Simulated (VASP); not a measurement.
V, 2 atoms in the cell. Symmetry: R-3m, No. 166, trigonal system. Conventional cell: a = 2.845 Å, b = 2.845 Å, c = 5.894 Å, α = 90.00°, β = 90.00°, γ = 120.00°. Within 3.4 Å of V (site symmetry -3m) lie 12 V at 2.56 to 2.85 Å. 

| Property | Result |
| --- | --- |
| Program | VASP 6.6.1 |
| Task | single point |
| Functional | PBE |
| Potentials or basis | VASP PAW PBE potentials, release 64 (V_sv) |
| Cutoff | 520 eV |
| k mesh | 6 × 6 × 6 |
| Occupations | gaussian, width 0.1 eV |
| Spin | no spin polarisation |
| Dipole correction | no |
| Further INCAR settings | ALGO = Normal; EDIFF = 1e-07; NBANDS = 20 |

Potentials or basis: VASP PAW PBE potentials, release 64 (V_sv).

Command:

```bash
$ cat potpaw_PBE.64/V_sv/POTCAR > POTCAR
$ mpirun -np 1 vasp_std > vasp.out
```

Hardware: 1 thread of AMD EPYC 7R13 (shared host).

Task: How long does it take, and how much memory?

Result: Wall time 31 s on 1 thread of AMD EPYC 7R13, on a shared host, peak memory 0.14 GiB. Counts: scf iterations 13, k points 32.
